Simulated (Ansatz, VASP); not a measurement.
## Br in VASP and in Ansatz

```
Br
1.0
    -1.88599    1.88599    1.88599
     1.88599   -1.88599    1.88599
     1.88599    1.88599   -1.88599
Br
1
Cartesian
  0.0000 0.0000 0.0000
```

Change from the starting cell: volume scaled by 1, crystal datasets.

Alike in both runs: task single point; functional PBE; k mesh 16 × 16 × 16; occupations fermi-dirac, width 0.08 eV; no spin polarisation.

|  | VASP | Ansatz |
| --- | --- | --- |
| version | VASP 6.6.1 | Ansatz 0.2.0 |
| potentials or method | VASP PAW PBE potentials, release 64 (Br), cutoff 520 eV | all-electron PAW with datasets made for the crystal, scalar-relativistic |

|  | VASP | Ansatz | Ansatz less VASP |
| --- | --- | --- | --- |
| pressure (GPa) | 0.0 | 0.0 | 0.00 |

Ansatz ran all-electron here, and VASP with PAW potentials.
